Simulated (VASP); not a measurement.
# NaHF2 (R-3m) in VASP: a series of runs

NaHF2 is run at these levels: PBEsol+D3(BJ); tasks: single point.

Program: VASP 6.6.1. These are calculated values, not measurements. Logs are shortened: lines on timing, memory, paths and dates and some standing lists are left out, and cuts for length are marked.

## 1. The cell of the first run

Symmetry: R-3m, No. 166, trigonal system. Conventional cell: a = 3.188 Å, b = 3.188 Å, c = 11.734 Å, α = 90.00°, β = 90.00°, γ = 120.00°. Within 2.8 Å of Na (site symmetry -3m) lie 6 F at 2.09 Å and 6 H at 2.69 Å. Within 1.3 Å of H (site symmetry -3m) lie 2 F at 0.98 Å. Within 1.3 Å of F (site symmetry 3m) lie 1 H at 0.98 Å.

## 2. Single point, PBEsol+D3(BJ)

File INCAR:

```
ALGO = Normal ; EDIFF = 1E-7
ENCUT = 520 ; GGA = PS
ISIF = 2 ; ISMEAR = 0
IVDW = 12 ; LASPH = T
LCHARG = T ; LELF = T
LREAL = F ; LVHAR = T
LWAVE = F ; NBANDS = 19
NELM = 100 ; PREC = Accurate
SIGMA = 0.05
```

File KPOINTS:

```
k-points
0
Gamma
  9 9 9
```

File POSCAR:

```
NaHF2
1.0
    1.5939000000      0.9202385941      3.9112000000
   -1.5939000000      0.9202385941      3.9112000000
    0.0000000000     -1.8404771881      3.9112000000
Na H F
1 1 2
Direct
    0.0000000000      0.0000000000      0.0000000000
    0.5000000000      0.5000000000      0.5000000000
    0.4168825606      0.4168825606      0.4168825606
    0.5831174394      0.5831174394      0.5831174394
```

Potentials or basis: VASP PAW PBE potentials, release 64 (Na_pv, H, F).

On the command line:

```bash
$ cat potpaw_PBE.64/Na_pv/POTCAR potpaw_PBE.64/H/POTCAR potpaw_PBE.64/F/POTCAR > POTCAR
$ mpirun -np 1 vasp_std > vasp.out
```

OUTCAR:

```text
EDIFF = 1E-7
   ENCUT = 520
   GGA = PS
   ISIF = 2
   ISMEAR = 0
   IVDW = 12
   LASPH = T
   LREAL = F
   NELM = 100
   PREC = Accurate
 IVDW          = 12

 ion  position               nearest neighbor table
   1  0.000  0.000  0.000-   4 2.09   4 2.09   3 2.09   3 2.09   4 2.09   3 2.09
   2  0.500  0.500  0.500-   3 0.98   4 0.98
   3  0.417  0.417  0.417-   2 0.98   1 2.09   1 2.09   1 2.09
   4  0.583  0.583  0.583-   2 0.98   1 2.09   1 2.09   1 2.09

  LATTYP: Found a trigonal (rhomboedric) cell.
 ALAT       =     4.3225966409
 COS(alpha) =     0.7280664992

  Lattice vectors:

 A1 = (   1.5939000000,   0.9202385941,   3.9112000000)
 A2 = (  -1.5939000000,   0.9202385941,   3.9112000000)
 A3 = (   0.0000000000,  -1.8404771881,   3.9112000000)

Analysis of symmetry for initial positions (statically):
=====================================================================
 Subroutine PRICEL returns:
 Original cell was already a primitive cell.

 Routine SETGRP: Setting up the symmetry group for a
 trigonal (rhombohedral) supercell.

 Subroutine GETGRP returns: Found 12 space group operations
 (whereof 12 operations were pure point group operations)
 out of a pool of 12 trial point group operations.

The static configuration has the point symmetry D_3d.

Analysis of symmetry for dynamics (positions and initial velocities):
=====================================================================
 Subroutine PRICEL returns:
 Original cell was already a primitive cell.

 Routine SETGRP: Setting up the symmetry group for a
 trigonal (rhombohedral) supercell.

 Subroutine GETGRP returns: Found 12 space group operations
 (whereof 12 operations were pure point group operations)
 out of a pool of 12 trial point group operations.

The dynamic configuration has the point symmetry D_3d.

 Subroutine INISYM returns: Found 12 space group operations
 (whereof 12 operations are pure point group operations),
 and found     1 'primitive' translations

----------------------------------------------------------------------------------------

                                     Primitive cell

  volume of cell :      34.4209

  direct lattice vectors                    reciprocal lattice vectors
     1.593900000  0.920238594  3.911200000     0.313695966  0.181112450  0.085225336
    -1.593900000  0.920238594  3.911200000    -0.313695966  0.181112450  0.085225336
     0.000000000 -1.840477188  3.911200000     0.000000000 -0.362224901  0.085225336

  length of vectors
     4.322596641  4.322596641  4.322596641     0.372115891  0.372115891  0.372115891

  position of ions in fractional coordinates (direct lattice)
     0.000000000  0.000000000  0.000000000
     0.500000000  0.500000000  0.500000000
     0.416882561  0.416882561  0.416882561
     0.583117439  0.583117439  0.583117439

  ion indices of the primitive-cell ions
   primitive index   ion index
                 1           1
                 2           2
                 3           3
                 4           4

----------------------------------------------------------------------------------------

 KPOINTS: k-points

Automatic generation of k-mesh.
 Grid dimensions read from file:
 generate k-points for:    9    9    9

 Generating k-lattice:

  Cartesian coordinates                     Fractional coordinates (reciprocal lattice)
     0.034855107  0.020123606  0.009469482     0.111111111  0.000000000 -0.000000000
    -0.034855107  0.020123606  0.009469482     0.000000000  0.111111111 -0.000000000
     0.000000000 -0.040247211  0.009469482    -0.000000000 -0.000000000  0.111111111

  Length of vectors
     0.041346210  0.041346210  0.041346210

  Shift w.r.t. Gamma in fractional coordinates (k-lattice)
     0.000000000  0.000000000  0.000000000

 Subroutine IBZKPT returns following result:
 ===========================================

 Found     85 irreducible k-points:

 Following reciprocal coordinates:
            Coordinates               Weight
  0.000000  0.000000  0.000000      1.000000
  0.111111  0.000000 -0.000000      6.000000
  0.222222 -0.000000 -0.000000      6.000000
  0.333333  0.000000 -0.000000      6.000000
  0.444444 -0.000000 -0.000000      6.000000
  0.111111  0.111111 -0.000000      6.000000
[... 16 lines left out ...]
 -0.333333  0.333333  0.000000      6.000000
  0.444444  0.444444 -0.000000      6.000000
 [... further k-points ...]
   k-points           NKPTS =     85   k-points in BZ     NKDIM =     85   number of bands    NBANDS=     19
   number of dos      NEDOS =    301   number of ions     NIONS =      4
   total plane-waves  NPLWV =  32768
   dimension x,y,z NGX =    32 NGY =   32 NGZ =   32
   dimension x,y,z NGXF=    64 NGYF=   64 NGZF=   64
   ions per type =               1   1   2
   NGX,Y,Z   is equivalent  to a cutoff of  12.31, 12.31, 12.31 a.u.
   NGXF,Y,Z  is equivalent  to a cutoff of  24.61, 24.61, 24.61 a.u.
 SYSTEM =  unknown system
   PREC   = accura    normal or accurate (medium, high low for compatibility)
   ISTART =      0    job   : 0-new  1-cont  2-samecut
   ICHARG =      2    charge: 1-file 2-atom 10-const
   ISPIN  =      1    spin polarized calculation?
   LNONCOLLINEAR =      F non collinear calculations
   LSORBIT =      F    spin-orbit coupling
   LASPH  =      T    aspherical Exc in radial PAW
   ENCUT  =  520.0 eV  38.22 Ry    6.18 a.u.   8.04  8.04  8.04*2*pi/ulx,y,z
   NELM   =    100;   NELMIN=  2; NELMDL= -5     # of ELM steps
   EDIFF  = 0.1E-06   stopping-criterion for ELM
   LREAL  =      F    real-space projection
   EDIFFG = 0.1E-05   stopping-criterion for IOM
   NSW    =      0    number of steps for IOM
   IBRION =     -1    ionic relax: 0-MD 1-quasi-New 2-CG
   NFREE  =      0    steps in history (QN), initial steepest desc. (CG)
   ISIF   =      2    stress and relaxation
   ISYM   =      2    0-nonsym 1-usesym 2-fastsym
   POTIM  = 0.5000    time-step for ionic-motion
   TEBEG  =    0.0;   TEEND  =   0.0 temperature during run
   PSTRESS=    0.0 pullay stress
   NELECT =      22.0000    total number of electrons
   NUPDOWN=      -1.0000    fix difference up-down
   EMIN   =  10.00;   EMAX   =-10.00  energy-range for DOS
   EFERMI =   0.00;   METHOD = LEGACY
   ISMEAR =     0;   SIGMA  =   0.05  broadening in eV -4-tet -1-fermi 0-gaus
   EFERMI_NEDOS =   21; number of points for ismear=-14 and -15
   IALGO  =     38    algorithm
   IMIX   =      4    mixing-type and parameters
     AMIX     =   0.40;   BMIX     =  1.00
     AMIX_MAG =   1.60;   BMIX_MAG =  1.00
  volume/ion in A,a.u.               =       8.61        58.07
  Fermi-wavevector in a.u.,A,eV,Ry     =   1.410181  2.664855 27.056680  1.988610
  Thomas-Fermi vector in A             =   2.532161
   LORBIT       =      0    0 simple, 1 ext, 2 COOP (PROOUT), +10 PAW based schemes
   GGA     = PS    functional components
   LHFCALC =     F    Hartree Fock is set to
   AEXX    =    0.0000 exact exchange contribution
   IVDW    =    12    specifies the selected vdW correction
   LEPSILON=     F    determine dielectric tensor
   LRPA    =     F    only Hartree local field effects (RPA)
 non-spin polarized calculation
 Gauss-broadening in eV      SIGMA  =   0.05
  energy-cutoff  :      520.00
  volume of cell :       34.42
 maximum number of plane-waves:       937
   NGX = 17   NGY = 17   NGZ = 17

 number of electron      21.9999993 magnetization

 Free energy of the ion-electron system (eV)
  ---------------------------------------------------
  ext. energy  EPLUGINS =         0.00000000
  ---------------------------------------------------
  free energy    TOTEN  =       -15.99462464 eV

  energy without entropy =      -15.99462464  energy(sigma->0) =      -15.99462464

 E-fermi :  -1.5763     XC(G=0):  -9.7404

 val. band max:       -1.8464027671   @ k =  -0.1111   0.1111   0.0000
 cond. band min:       5.7301976425   @ k =   0.0000   0.0000   0.0000
 fundamental gap:      7.5766004096
 Fermi energy:        -1.5763178358

 k-point     1 :       0.0000    0.0000    0.0000
  band No.  band energies     occupation
      1     -24.6292      2.00000
      2     -21.8370      2.00000
      3     -19.7868      2.00000
      4     -19.7868      2.00000
      5     -19.4403      2.00000
      6      -8.8853      2.00000
[... 11 lines left out ...]
     18      22.0347      0.00000
     19      22.0347      0.00000

 k-point     2 :       0.1111    0.0000   -0.0000
  band No.  band energies     occupation
      1     -24.6238      2.00000
      2     -21.8047      2.00000
      3     -19.7928      2.00000
      4     -19.7846      2.00000
      5     -19.4846      2.00000
      6      -8.8109      2.00000
[... 11 lines left out ...]
     18      21.8416      0.00000
     19      22.5591      0.00000

 k-point     3 :       0.2222   -0.0000   -0.0000
  band No.  band energies     occupation
      1     -24.6104      2.00000
      2     -21.7184      2.00000
      3     -19.8079      2.00000
      4     -19.7821      2.00000
      5     -19.5989      2.00000
      6      -8.6159      2.00000
[... 11 lines left out ...]
     18      21.5533      0.00000
     19      22.4066      0.00000

 k-point     4 :       0.3333    0.0000   -0.0000
  band No.  band energies     occupation
      1     -24.5946      2.00000
      2     -21.6073      2.00000
      3     -19.8251      2.00000
      4     -19.8132      2.00000
      5     -19.7068      2.00000
      6      -8.3787      2.00000
[... 11 lines left out ...]
     18      21.4102      0.00000
     19      22.2293      0.00000

 k-point     5 :       0.4444   -0.0000   -0.0000
  band No.  band energies     occupation
      1     -24.5843      2.00000
      2     -21.5246      2.00000
      3     -19.8941      2.00000
      4     -19.8363      2.00000
      5     -19.7264      2.00000
      6      -8.2109      2.00000
[... 11 lines left out ...]
     18      21.3902      0.00000
     19      21.9039      0.00000

 k-point     6 :       0.1111    0.1111   -0.0000
  band No.  band energies     occupation
      1     -24.6176      2.00000
      2     -21.8148      2.00000
      3     -19.7931      2.00000
      4     -19.7854      2.00000
      5     -19.4877      2.00000
      6      -8.7725      2.00000
[... 11 lines left out ...]
     18      22.1803      0.00000
     19      22.3117      0.00000

 k-point     7 :       0.2222    0.1111   -0.0000
  band No.  band energies     occupation
      1     -24.5990      2.00000
      2     -21.7790      2.00000
      3     -19.8103      2.00000
      4     -19.7784      2.00000
      5     -19.5544      2.00000
      6      -8.6112      2.00000
[... 11 lines left out ...]
     18      21.3999      0.00000
     19      22.3768      0.00000

 k-point     8 :       0.3333    0.1111   -0.0000
  band No.  band energies     occupation
      1     -24.5765      2.00000
      2     -21.7099      2.00000
      3     -19.8430      2.00000
      4     -19.7612      2.00000
      5     -19.6568      2.00000
      6      -8.3902      2.00000
[... 256 lines left out ...]
 k-point    20 :       0.3333    0.3333   -0.0000
  band No.  band energies     occupation
      1     -24.4654      2.00000
      2     -21.9799      2.00000
      3     -19.8681      2.00000
      4     -19.8272      2.00000
      5     -19.4143      2.00000
      6      -8.2211      2.00000
[... 11 lines left out ...]
     18      20.8446      0.00000
     19      21.3326      0.00000

 k-point    21 :       0.4444    0.3333   -0.0000
  band No.  band energies     occupation
      1     -24.4207      2.00000
      2     -22.0387      2.00000
      3     -19.8933      2.00000
      4     -19.8257      2.00000
      5     -19.3813      2.00000
      6      -8.1097      2.00000
[... 11 lines left out ...]
     18      21.2790      0.00000
     19      22.0246      0.00000

 k-point    22 :      -0.4444    0.3333    0.0000
  band No.  band energies     occupation
      1     -24.4160      2.00000
      2     -22.0077      2.00000
      3     -19.8992      2.00000
      4     -19.8176      2.00000
      5     -19.4221      2.00000
      6      -8.0507      2.00000
[... 11 lines left out ...]
     18      22.4395      0.00000
     19      22.8394      0.00000

 k-point    23 :      -0.3333    0.3333    0.0000
  band No.  band energies     occupation
      1     -24.4553      2.00000
      2     -21.8906      2.00000
      3     -19.8939      2.00000
      4     -19.8033      2.00000
      5     -19.5179      2.00000
      6      -8.0793      2.00000
[... 11 lines left out ...]
     18      21.1499      0.00000
     19      23.5524      0.00000

 k-point    24 :       0.4444    0.4444   -0.0000
  band No.  band energies     occupation
      1     -24.3667      2.00000
      2     -22.1501      2.00000
      3     -19.9058      2.00000
      4     -19.8390      2.00000
      5     -19.2962      2.00000
      6      -8.0551      2.00000
[... 11 lines left out ...]
     18      21.1143      0.00000
     19      21.7457      0.00000

 [... further k-points ...]

------------------------ aborting loop because EDIFF is reached ----------------------------------------

 Edisp (eV)   -0.38888

 E8    (eV) :    -0.2325

  FORCE on cell =-STRESS in cart. coord.  units (eV):
  Direction    XX          YY          ZZ          XY          YZ          ZX
  --------------------------------------------------------------------------------------
  -------------------------------------------------------------------------------------
  Total       3.40657     3.40657    19.49859    -0.00000     0.00000     0.00000
  in kB     158.56411   158.56411   907.59263    -0.00000     0.00000     0.00000
  external pressure =      408.24 kB  Pullay stress =        0.00 kB

 VOLUME and BASIS-vectors are now :
 -----------------------------------------------------------------------------
  energy-cutoff  :      520.00
  volume of cell :       34.42
      direct lattice vectors                 reciprocal lattice vectors
     1.593900000  0.920238594  3.911200000     0.313695966  0.181112450  0.085225336
    -1.593900000  0.920238594  3.911200000    -0.313695966  0.181112450  0.085225336
     0.000000000 -1.840477188  3.911200000     0.000000000 -0.362224901  0.085225336

 POSITION                                       TOTAL-FORCE (eV/Angst)
 -----------------------------------------------------------------------------------
      0.00000      0.00000      0.00000         0.000000      0.000000     -0.000000
      0.00000      0.00000      5.86680        -0.000000     -0.000000     -0.000000
      0.00000      0.00000      4.89153         0.000000     -0.000000     -7.152309
      0.00000      0.00000      6.84207         0.000000      0.000000      7.152309
 -----------------------------------------------------------------------------------
    total drift:                               -0.000000      0.000000      0.000000

  FREE ENERGIE OF THE ION-ELECTRON SYSTEM (eV)
  ---------------------------------------------------
  free  energy   TOTEN  =       -16.3835051292 eV

  energy  without entropy=      -16.3835051292  energy(sigma->0) =      -16.38350513
```

Run time: 32 s. Hardware: 1 thread of AMD EPYC 9R45 (Zen 5), shared host; peak memory 0.17 GiB.

What came out:

```yaml
Free_energy: -16.3835 eV
Pressure: 40.8 GPa
Largest_force: 7.152 eV/Å
Band_gap_on_the_k_mesh: 7.58 eV
Dispersion_energy_per_atom: -0.097 eV
```

Forces in eV/Å, atoms in the order of the input:
```
Na   0.000  0.000  0.000
H    0.000  0.000  0.000
F    0.000  0.000 -7.152
F    0.000  0.000  7.152
```

Levels at points of the mesh, in eV from the valence-band top:
| k point | band 8 | band 9 | band 10 | band 11 | band 12 | band 13 | band 14 | band 15 |
| --- | --- | --- | --- | --- | --- | --- | --- | --- |
| (0.00, 0.00, 0.00) | -1.40 | -0.87 | -0.87 | 0.00 | 7.58 | 15.10 | 17.13 | 20.06 |

Caveat: the cell stands under pressure; the PAW data sets were made with another functional, which shifts forces and pressure a little; an odd mesh through Γ misses points on the zone boundary, where band edges can lie.

(Continued in part 2 of 2.)
